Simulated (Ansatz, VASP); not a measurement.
# One calculation of HfN, two programs

```
CELL_PARAMETERS angstrom
3.09938 0.00000 0.00000
-1.54969 2.68415 0.00000
0.00000 0.00000 5.37093
ATOMIC_POSITIONS crystal
Hf 0.66667 0.33333 0.75000
Hf 0.33333 0.66667 0.25000
N 0.00000 0.00000 0.00000
N 0.00000 0.00000 0.50000
```

Alike in both runs: task relaxation of cell and atoms; functional LDA; k mesh 15 × 15 × 8; occupations gaussian, width 0.1 eV; no spin polarisation.

|  | VASP | Ansatz |
| --- | --- | --- |
| version | VASP 6.6.1 | Ansatz 0.2.0 |
| potentials or method | VASP PAW LDA potentials, release 64 (Hf_pv, N), cutoff 600 eV | scalar-relativistic, plane waves, PAW |
| valence electrons in the cell | 30 | 62 |

```tsv
	VASP	Ansatz	Ansatz less VASP
gap on the k mesh at the Fermi level, each at its own relaxed structure (eV)	none	none	-
relaxed volume (Å³/atom)	11.11	11.16	+0.044
relaxed cell length with the largest relative difference (Å)	3.099	3.103	+0.0043
```

LDA's correlation is that of Perdew and Zunger in VASP and of Perdew and Wang (1992) in Ansatz. A gap of «none» marks a metal or a gap that the smearing closes. VASP's potentials hold 30 valence electrons a cell and Ansatz's 62, so a difference there can come from the potentials and not from the codes.

Spin-orbit coupling is off throughout.
